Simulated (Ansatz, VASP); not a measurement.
One calculation of SrCl2, two programs

```
Sr Cl
1.0
     0.00000    3.49772    3.49772
     3.49772    0.00000    3.49772
     3.49772    3.49772    0.00000
Sr Cl
1 2
Direct
  0.00000 0.00000 0.00000
  0.25000 0.25000 0.25000
  0.75000 0.75000 0.75000
```

Alike in both runs: task single point; functional r2SCAN; k mesh 4 × 4 × 4; occupations methfessel-paxton of order 1, width 0.2 eV; no spin polarisation.

```csv
,VASP,Ansatz
version,VASP 6.6.1,Ansatz 0.2.0
potentials or method,"VASP PAW PBE potentials, release 64 (Sr_sv, Cl)",plane waves
plane-wave cutoff (eV),520,500
valence electrons in the cell,24,24
```

|  | VASP | Ansatz | Ansatz less VASP |
| --- | --- | --- | --- |
| gap on the k mesh at the Fermi level (eV) | 5.94 | 5.94 | 0.000 |
| pressure (GPa) | 0.0 | 0.0 | -0.03 |

VASP's potentials were made for PBE, not for r2SCAN.
